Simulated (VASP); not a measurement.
Wanted: the native input for a VASP 6.6.1 run.

```
Task                   : single point
Functional             : LDA
Potentials or basis    : VASP PAW LDA potentials, release 64 (Al, N)
Cutoff                 : 520 eV
k mesh                 : 8 × 8 × 6
Occupations            : gaussian, width 0.01 eV
Spin                   : no spin polarisation
Dipole correction      : no
Further INCAR settings : ALGO = Normal; EDIFF = 1e-06; NBANDS = 16
```

The structure of AlN lies in POSCAR:

```
AlN
1.0
    3.0733291978      0.0000000000      0.0000000000
   -1.5366645989      2.6615811595      0.0000000000
    0.0000000000      0.0000000000      4.9185359282
Al N
2 2
Direct
    0.3333333333      0.6666666667     -0.0010327228
    0.6666666667      0.3333333333      0.4989672772
    0.3333333333      0.6666666667      0.3810327228
    0.6666666667      0.3333333333      0.8810327228
```

One way to write it, as run:

INCAR

```
  ALGO = Normal
  EDIFF = 1E-6
  ENCUT = 520
  GGA = CA
  ISIF = 2
  ISMEAR = 0
  LASPH = T
  LCHARG = T
  LELF = T
  LREAL = F
  LVHAR = T
  LWAVE = F
  NBANDS = 16
  NELM = 80
  PREC = Accurate
  SIGMA = 0.01
```

KPOINTS

```
k-points
0
Gamma
  8 8 6
```

Potentials or basis: VASP PAW LDA potentials, release 64 (Al, N).

Command:

```bash
$ cat potpaw_LDA.64/Al/POTCAR potpaw_LDA.64/N/POTCAR > POTCAR
$ mpirun -np 1 vasp_std > vasp.out
```

Results of the run:

```yaml
Pressure: 3.9 GPa
Band_gap_on_the_k_mesh: 4.56 eV, direct
```

It took 12 s on 1 thread of Intel Xeon 6975P-C (shared host), peak memory 0.15 GiB.
